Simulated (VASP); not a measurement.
Here is a VASP 6.6.1 calculation.

INCAR

```
ALGO = Normal
EDIFF = 1E-6
EDIFFG = -0.08
ENCUT = 600
GGA = PE
IBRION = 2
ISIF = 3
ISMEAR = 0
LASPH = True
LCHARG = False
LREAL = False
LWAVE = False
NELM = 80
NSW = 36
PREC = Accurate
SIGMA = 0.2
```

File KPOINTS:

```
k-points
0
Gamma
  5 5 5
```

Contents of POSCAR:

```
GaSb3
1.0
   -2.6004788000      2.6004788000      4.5527150300
    2.6004788000     -2.6004788000      4.5527150300
    2.6004788000      2.6004788000     -4.5527150300
Ga Sb
1 3
Direct
    0.5000000000      0.5000000000      0.0000000000
    0.5000000000      0.0000000000      0.5000000000
    0.0000000000      0.5000000000      0.5000000000
    0.0000000000      0.0000000000      0.0000000000
```

Potentials or basis: VASP PAW PBE potentials, release 64 (Ga_d, Sb).

Launch:

```sh
$ cat potpaw_PBE.64/Ga_d/POTCAR potpaw_PBE.64/Sb/POTCAR > POTCAR
$ mpirun -np 1 vasp_std > vasp.out
```

Task: What does it give for the band gap on the k mesh?

Result: Zero (bands 14 and 15 overlap by 2.62 eV).

Task: Estimate the relaxed cell.

Result: a = 5.239 Å, b = 5.239 Å, c = 5.239 Å, α = 109.53°, β = 109.53°, γ = 109.35°.

Task: Predict the space group after relaxing (to 0.1 Å).

Result: Im-3m (No. 229).

Stress tensor (GPa, compression positive):
```
-0.09  0.00  0.00
 0.00 -0.09  0.00
 0.00  0.00 -0.17
```

Caveat: spin-orbit coupling is left out, which moves the levels of the heavy elements.
